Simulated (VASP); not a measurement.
Ta, 1 atom in the cell. Symmetry: I4/mmm, No. 139, tetragonal system. The conventional cell has a = 3.038 Å, b = 3.038 Å, c = 3.303 Å, α = 90.00°, β = 90.00°, γ = 90.00°. Within 3.6 Å of Ta (site symmetry 4/mmm) lie 14 Ta at 2.71 to 3.30 Å.  This cell differs from its parent crystal: strain -0.080 along x and y, +0.000 along z.

* Program: VASP 6.6.1
* Task: single point
* Functional: PBEsol
* Potentials or basis: VASP PAW PBE potentials, release 64 (Ta_pv)
* Cutoff: 520 eV
* k mesh: 20 × 20 × 20
* Occupations: gaussian, width 0.15 eV
* Spin: no spin polarisation
* Dipole correction: no
* Further INCAR settings: ALGO = Normal; EDIFF = 1e-07; NBANDS = 12

Potentials or basis: VASP PAW PBE potentials, release 64 (Ta_pv).

Command:

```console
$ cat potpaw_PBE.64/Ta_pv/POTCAR > POTCAR
$ mpirun -np 1 vasp_std > vasp.out
```

Hardware: 1 thread of AMD EPYC 7R13, on a shared host.

Q: How long does it take, and how much memory?

A: Run time: 2.2 min on 1 thread of AMD EPYC 7R13, with other jobs on the host, peak memory 0.22 GiB. Counts: scf iterations 12, k points 641.
